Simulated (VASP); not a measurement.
# PbO2 (Fm-3m) in VASP: single point with r2SCAN

Aim: the single point of PbO2 with r2SCAN.

Everything below comes from runs of VASP 6.6.1. Logs are shortened: lines on timing, memory, paths and dates and some standing lists are left out, and cuts for length are marked.

## (1) The cell of the first run

The structure is cubic, space group Fm-3m (No. 225). The conventional cell has a = 5.316 Å, b = 5.316 Å, c = 5.316 Å, α = 90.00°, β = 90.00°, γ = 90.00°. Within 3.0 Å of Pb (site symmetry m-3m) lie 8 O at 2.30 Å. O (site symmetry -43m) has 4 Pb at 2.30 Å and 6 O at 2.66 Å within 3.0 Å.

## (2) Single point, r2SCAN

Input file POSCAR:

```
PbO2
1.0
    0.0000000000      2.6581268753      2.6581268753
    2.6581268753      0.0000000000      2.6581268753
    2.6581268753      2.6581268753      0.0000000000
Pb O
1 2
Direct
    0.0000000000      0.0000000000      0.0000000000
    0.2500000000      0.2500000000      0.2500000000
    0.7500000000      0.7500000000      0.7500000000
```

Input file INCAR.step1:

```
SYSTEM = PbO2
ALGO = Normal ; EDIFF = 1E-5
ENCUT = 1480 ; GGA = PE
GGA_COMPAT = .FALSE. ; ISMEAR = 0
LASPH = .TRUE. ; LCHARG = .FALSE.
LREAL = .FALSE. ; LWAVE = .TRUE.
NBANDS = 20 ; NELM = 120
PREC = Accurate ; SIGMA = 0.1
```

Input file INCAR.step2:

```
SYSTEM = PbO2
ALGO = Normal ; EDIFF = 1E-6
ENCUT = 1480 ; GGA_COMPAT = .FALSE.
ISIF = 2 ; ISMEAR = 0
ISTART = 1 ; LASPH = .TRUE.
LCHARG = .FALSE. ; LMIXTAU = .TRUE.
LREAL = .FALSE. ; LWAVE = .FALSE.
METAGGA = R2SCAN ; NBANDS = 20
NELM = 120 ; PREC = Accurate
SIGMA = 0.1
```

Input file KPOINTS:

```
k-points
0
G
  8 8 8
  0 0 0
```

Potentials or basis: VASP PAW PBE potentials, release 64 (Pb_d, O_h).

Command:

```bash
$ cat potpaw_PBE.64/Pb_d/POTCAR potpaw_PBE.64/O_h/POTCAR > POTCAR
$ cp INCAR.step1 INCAR
$ mpirun -np 1 vasp_std > vasp.out
$ cp INCAR.step2 INCAR
$ mpirun -np 1 vasp_std > vasp.out
```

OUTCAR:

```text
SYSTEM = PbO2
   EDIFF = 1E-6
   ENCUT = 1480
   ISIF = 2
   ISMEAR = 0
   ISTART = 1
   LASPH = .TRUE.
   LREAL = .FALSE.
   METAGGA = R2SCAN
   NELM = 120
   PREC = Accurate

 ion  position               nearest neighbor table
   1  0.000  0.000  0.000-   3 2.30   3 2.30   3 2.30   2 2.30   3 2.30   2 2.30   2 2.30   2 2.30

   2  0.250  0.250  0.250-   1 2.30   1 2.30   1 2.30   1 2.30
   3  0.750  0.750  0.750-   1 2.30   1 2.30   1 2.30   1 2.30

  LATTYP: Found a face centered cubic cell.
 ALAT       =     5.3162537506

  Lattice vectors:

 A1 = (   0.0000000000,   2.6581268753,   2.6581268753)
 A2 = (   2.6581268753,   0.0000000000,   2.6581268753)
 A3 = (   2.6581268753,   2.6581268753,   0.0000000000)

Analysis of symmetry for initial positions (statically):
=====================================================================
 Subroutine PRICEL returns:
 Original cell was already a primitive cell.

 Routine SETGRP: Setting up the symmetry group for a
 face centered cubic supercell.

 Subroutine GETGRP returns: Found 48 space group operations
 (whereof 48 operations were pure point group operations)
 out of a pool of 48 trial point group operations.

The static configuration has the point symmetry O_h .

Analysis of symmetry for dynamics (positions and initial velocities):
=====================================================================
 Subroutine PRICEL returns:
 Original cell was already a primitive cell.

 Routine SETGRP: Setting up the symmetry group for a
 face centered cubic supercell.

 Subroutine GETGRP returns: Found 48 space group operations
 (whereof 48 operations were pure point group operations)
 out of a pool of 48 trial point group operations.

The dynamic configuration has the point symmetry O_h .

 Subroutine INISYM returns: Found 48 space group operations
 (whereof 48 operations are pure point group operations),
 and found     1 'primitive' translations

----------------------------------------------------------------------------------------

                                     Primitive cell

  volume of cell :      37.5627

  direct lattice vectors                    reciprocal lattice vectors
     0.000000000  2.658126875  2.658126875    -0.188102383  0.188102383  0.188102383
     2.658126875  0.000000000  2.658126875     0.188102383 -0.188102383  0.188102383
     2.658126875  2.658126875  0.000000000     0.188102383  0.188102383 -0.188102383

  length of vectors
     3.759159078  3.759159078  3.759159078     0.325802885  0.325802885  0.325802885

  position of ions in fractional coordinates (direct lattice)
     0.000000000  0.000000000  0.000000000
     0.250000000  0.250000000  0.250000000
     0.750000000  0.750000000  0.750000000

  ion indices of the primitive-cell ions
   primitive index   ion index
                 1           1
                 2           2
                 3           3

----------------------------------------------------------------------------------------

 KPOINTS: k-points

Automatic generation of k-mesh.
 Grid dimensions read from file:
 generate k-points for:    8    8    8

 Generating k-lattice:

  Cartesian coordinates                     Fractional coordinates (reciprocal lattice)
    -0.023512798  0.023512798  0.023512798     0.125000000  0.000000000  0.000000000
     0.023512798 -0.023512798  0.023512798     0.000000000  0.125000000  0.000000000
     0.023512798  0.023512798 -0.023512798     0.000000000  0.000000000  0.125000000

  Length of vectors
     0.040725361  0.040725361  0.040725361

  Shift w.r.t. Gamma in fractional coordinates (k-lattice)
     0.000000000  0.000000000  0.000000000

 Subroutine IBZKPT returns following result:
 ===========================================

 Found     29 irreducible k-points:

 Following reciprocal coordinates:
            Coordinates               Weight
  0.000000  0.000000  0.000000      1.000000
  0.125000  0.000000  0.000000      8.000000
  0.250000  0.000000  0.000000      8.000000
  0.375000  0.000000  0.000000      8.000000
  0.500000  0.000000  0.000000      4.000000
  0.125000  0.125000  0.000000      6.000000
[... 16 lines left out ...]
  0.500000  0.250000  0.125000     48.000000
 -0.375000  0.250000  0.125000     24.000000
 [... further k-points ...]
   k-points           NKPTS =     29   k-points in BZ     NKDIM =     29   number of bands    NBANDS=     20
   number of dos      NEDOS =    301   number of ions     NIONS =      3
   total plane-waves  NPLWV = 110592
   dimension x,y,z NGX =    48 NGY =   48 NGZ =   48
   dimension x,y,z NGXF=    96 NGYF=   96 NGZF=   96
   ions per type =               1   2
   NGX,Y,Z   is equivalent  to a cutoff of  21.23, 21.23, 21.23 a.u.
   NGXF,Y,Z  is equivalent  to a cutoff of  42.46, 42.46, 42.46 a.u.
 SYSTEM =  PbO2
   PREC   = accura    normal or accurate (medium, high low for compatibility)
   ISTART =      1    job   : 0-new  1-cont  2-samecut
   ICHARG =      0    charge: 1-file 2-atom 10-const
   ISPIN  =      1    spin polarized calculation?
   LNONCOLLINEAR =      F non collinear calculations
   LSORBIT =      F    spin-orbit coupling
   LASPH  =      T    aspherical Exc in radial PAW
   ENCUT  = 1480.0 eV 108.78 Ry   10.43 a.u.  11.79 11.79 11.79*2*pi/ulx,y,z
   NELM   =    120;   NELMIN=  2; NELMDL=  0     # of ELM steps
   EDIFF  = 0.1E-05   stopping-criterion for ELM
   LREAL  =      F    real-space projection
[... 7 lines left out ...]
   TEBEG  =    0.0;   TEEND  =   0.0 temperature during run
   PSTRESS=    0.0 pullay stress
   NELECT =      26.0000    total number of electrons
   NUPDOWN=      -1.0000    fix difference up-down
   EMIN   =  10.00;   EMAX   =-10.00  energy-range for DOS
   EFERMI =   0.00;   METHOD = LEGACY
   ISMEAR =     0;   SIGMA  =   0.10  broadening in eV -4-tet -1-fermi 0-gaus
   EFERMI_NEDOS =   21; number of points for ismear=-14 and -15
   IALGO  =     38    algorithm
   IMIX   =      4    mixing-type and parameters
     AMIX     =   0.40;   BMIX     =  1.00
     AMIX_MAG =   1.60;   BMIX_MAG =  1.00
  volume/ion in A,a.u.               =      12.52        84.50
  Fermi-wavevector in a.u.,A,eV,Ry     =   1.448150  2.736607 28.533304  2.097139
  Thomas-Fermi vector in A             =   2.566024
   LORBIT       =      0    0 simple, 1 ext, 2 COOP (PROOUT), +10 PAW based schemes
   METAGGA = R2SCAN    functional components
   LHFCALC =     F    Hartree Fock is set to
   AEXX    =    0.0000 exact exchange contribution
   IVDW    =     0    specifies the selected vdW correction
   LEPSILON=     F    determine dielectric tensor
   LRPA    =     F    only Hartree local field effects (RPA)
 non-spin polarized calculation
 Gauss-broadening in eV      SIGMA  =   0.10
  energy-cutoff  :     1480.00
  volume of cell :       37.56
 maximum number of plane-waves:      4909
   NGX = 23   NGY = 23   NGZ = 23

 number of electron      26.0000001 magnetization

 Free energy of the ion-electron system (eV)
  ---------------------------------------------------
  ext. energy  EPLUGINS =         0.00000000
  ---------------------------------------------------
  free energy    TOTEN  =       -70.79854463 eV

  energy without entropy =      -70.79760849  energy(sigma->0) =      -70.79807656

 E-fermi :   6.4236     XC(G=0): -12.1958

 val. band max:        6.3571463366   @ k =  -0.2500   0.5000   0.2500
 cond. band min:       6.5513559275   @ k =   0.1250   0.1250   0.0000
 fundamental gap:      0.1942095909
 Fermi energy:         6.4236312061

 k-point     1 :       0.0000    0.0000    0.0000
  band No.  band energies     occupation
      1     -13.5249      2.00000
      2     -10.4805      2.00000
      3      -9.9154      2.00000
      4      -9.9154      2.00000
      5      -9.9154      2.00000
      6      -9.6072      2.00000
[... 12 lines left out ...]
     19      23.1264      0.00000
     20      23.1264      0.00000

 k-point     2 :       0.1250    0.0000    0.0000
  band No.  band energies     occupation
      1     -13.3923      2.00000
      2     -11.0216      2.00000
      3      -9.8934      2.00000
      4      -9.8934      2.00000
      5      -9.6087      2.00000
      6      -9.6087      2.00000
[... 12 lines left out ...]
     19      23.0000      0.00000
     20      23.0000      0.00000

 k-point     3 :       0.2500    0.0000    0.0000
  band No.  band energies     occupation
      1     -13.0683      2.00000
      2     -11.5766      2.00000
      3      -9.8501      2.00000
      4      -9.8501      2.00000
      5      -9.6013      2.00000
      6      -9.6013      2.00000
[... 12 lines left out ...]
     19      22.7827      0.00000
     20      22.7827      0.00000

 k-point     4 :       0.3750    0.0000    0.0000
  band No.  band energies     occupation
      1     -12.8090      2.00000
      2     -11.7783      2.00000
      3      -9.8261      2.00000
      4      -9.8261      2.00000
      5      -9.5728      2.00000
      6      -9.5728      2.00000
[... 12 lines left out ...]
     19      22.5967      0.00000
     20      22.5967      0.00000

 k-point     5 :       0.5000    0.0000    0.0000
  band No.  band energies     occupation
      1     -12.7661      2.00000
      2     -11.7366      2.00000
      3      -9.8221      2.00000
      4      -9.8221      2.00000
      5      -9.5544      2.00000
      6      -9.5544      2.00000
[... 12 lines left out ...]
     19      22.4889      0.00000
     20      22.4889      0.00000
[... 353 lines left out ...]
      6      -9.5337      2.00000
[... 12 lines left out ...]
     19      23.7364      0.00000
     20      24.6276      0.00000

 k-point    22 :       0.3750    0.2500    0.1250
  band No.  band energies     occupation
      1     -12.7885      2.00000
      2     -11.9438      2.00000
      3      -9.7775      2.00000
      4      -9.7222      2.00000
      5      -9.6367      2.00000
      6      -9.5462      2.00000
[... 12 lines left out ...]
     19      23.0665      0.00000
     20      25.0329      0.00000

 k-point    23 :       0.5000    0.2500    0.1250
  band No.  band energies     occupation
      1     -12.5668      2.00000
      2     -12.1164      2.00000
      3      -9.7378      2.00000
      4      -9.6883      2.00000
      5      -9.5913      2.00000
      6      -9.3675      2.00000
[... 12 lines left out ...]
     19      22.9171      0.00000
     20      25.4741      0.00000

 k-point    24 :      -0.3750    0.2500    0.1250
  band No.  band energies     occupation
      1     -12.5594      2.00000
      2     -12.0806      2.00000
      3      -9.7305      2.00000
      4      -9.6814      2.00000
      5      -9.5710      2.00000
      6      -9.1847      2.00000
[... 12 lines left out ...]
     19      22.8659      0.00000
     20      25.7019      0.00000

 [... further k-points ...]

------------------------ aborting loop because EDIFF is reached ----------------------------------------

  FORCE on cell =-STRESS in cart. coord.  units (eV):
  Direction    XX          YY          ZZ          XY          YZ          ZX
  --------------------------------------------------------------------------------------
  -------------------------------------------------------------------------------------
  Total        0.2418249      0.2418249      0.2418249      0.0000000      0.0000000      0.0000000
  in kB       10.3146497     10.3146497     10.3146497      0.0000000      0.0000000      0.0000000
  external PRESSURE =      10.3146497 kB  Pullay stress =       0.0000000 kB

 VOLUME and BASIS-vectors are now :
 -----------------------------------------------------------------------------
  energy-cutoff  :     1480.00
  volume of cell :       37.56
      direct lattice vectors                 reciprocal lattice vectors
     0.000000000  2.658126875  2.658126875    -0.188102383  0.188102383  0.188102383
     2.658126875  0.000000000  2.658126875     0.188102383 -0.188102383  0.188102383
     2.658126875  2.658126875  0.000000000     0.188102383  0.188102383 -0.188102383

 POSITION                                       TOTAL-FORCE (eV/Angst)
 -----------------------------------------------------------------------------------
      0.00000      0.00000      0.00000         0.000000     -0.000000      0.000000
      1.32906      1.32906      1.32906         0.000000      0.000000     -0.000000
      3.98719      3.98719      3.98719        -0.000000     -0.000000      0.000000
 -----------------------------------------------------------------------------------
    total drift:                               -0.000000     -0.000000      0.000000

  FREE ENERGIE OF THE ION-ELECTRON SYSTEM (eV)
  ---------------------------------------------------
  free  energy   TOTEN  =       -70.7985446336 eV

  energy  without entropy=      -70.7976084917  energy(sigma->0) =      -70.79807656
```

Wall time 4.3 min (1 thread of AMD EPYC 9R45 (Zen 5), shared host); peak memory 0.4 GiB.

What came out:

```
Free energy            : -70.7985 eV
Pressure               : 1.0 GPa
Band gap on the k mesh : zero (bands 13 and 14 overlap by 1.35 eV)
```

Caveat: the PAW data sets were made with another functional, which shifts forces and pressure a little; spin-orbit coupling is left out, which moves the levels of the heavy elements.

The gap in the log of VASP goes by the Fermi energy; the results here count the filled bands.